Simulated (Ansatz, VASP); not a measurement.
## RuRh2: VASP beside Ansatz

```
Ru Rh
1.0
     4.30567    0.00000    0.00000
    -2.15283    3.72882    0.00000
     0.00000    0.00000    2.67019
Ru Rh
1 2
Direct
  0.00000 0.00000 0.00000
  0.33333 0.66667 0.50000
  0.66667 0.33333 0.50000
```

Alike in both runs: task relaxation of cell and atoms; functional PBE; k mesh 12 × 12 × 18; occupations gaussian, width 0.1 eV; no spin polarisation.

|  | VASP | Ansatz |
| --- | --- | --- |
| version | VASP 6.6.1 | Ansatz 0.2.0 |
| potentials or method | VASP PAW PBE potentials, release 64 (Ru_pv, Rh_pv), cutoff 600 eV | scalar-relativistic, plane waves, PAW |
| valence electrons in the cell | 44 | 50 |

VASP gave:

```
gap on the k mesh at the Fermi level, each at its own relaxed structure (eV) : none
relaxed volume (Å³/atom)                                                     : 14.25
relaxed length of the cell vector where the two differ most in proportion (Å)              : 2.645
```

What did Ansatz give for the same quantities?

gap on the k mesh at the Fermi level, each at its own relaxed structure (eV): none; relaxed volume (Å³/atom): 14.25; relaxed length of the cell vector where the two differ most in proportion (Å): 2.647.

A gap of «none» marks a metal or a gap that the smearing closes. VASP's potentials hold 44 valence electrons a cell and Ansatz's 50, so a difference there can come from the potentials and not from the codes.
